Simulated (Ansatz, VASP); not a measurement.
## Pt: VASP beside Ansatz

```
CELL_PARAMETERS angstrom
0.29774 2.09414 2.09414
2.09414 0.29774 2.09414
2.09414 2.09414 0.29774
ATOMIC_POSITIONS crystal
Pt 0.00000 0.00000 0.00000
```

Change from the starting cell: equal engineering shear yz, xz and xy +0.1500, equal normal strain along x, y and z -0.0200.

Alike in both runs: task single point; functional PBE; k mesh 20 × 20 × 20; occupations gaussian, width 0.15 eV; no spin polarisation.

|  | VASP | Ansatz |
| --- | --- | --- |
| version | VASP 6.6.1 | Ansatz 0.2.0 |
| potentials or method | VASP PAW PBE potentials, release 64 (Pt), cutoff 520 eV | scalar-relativistic, plane waves, PAW |
| valence electrons in the cell | 10 | 18 |

```tsv
	VASP	Ansatz	Ansatz less VASP
gap on the k mesh at the Fermi level (eV)	none	none	-
pressure (GPa)	43.7	44.4	+0.63
traceless stress, the component that is largest in VASP (GPa)	-22.84	-22.89	-0.053
```

A gap of «none» marks a metal or a gap that the smearing closes. Both programs put the cell under a high pressure, so it lies far from rest at this level. The functional is the same, so the differences come from potentials, cutoffs and numerics. VASP's potentials hold 10 valence electrons a cell and Ansatz's 18, so a difference there can come from the potentials and not from the codes.

Neither program's run includes spin-orbit coupling.
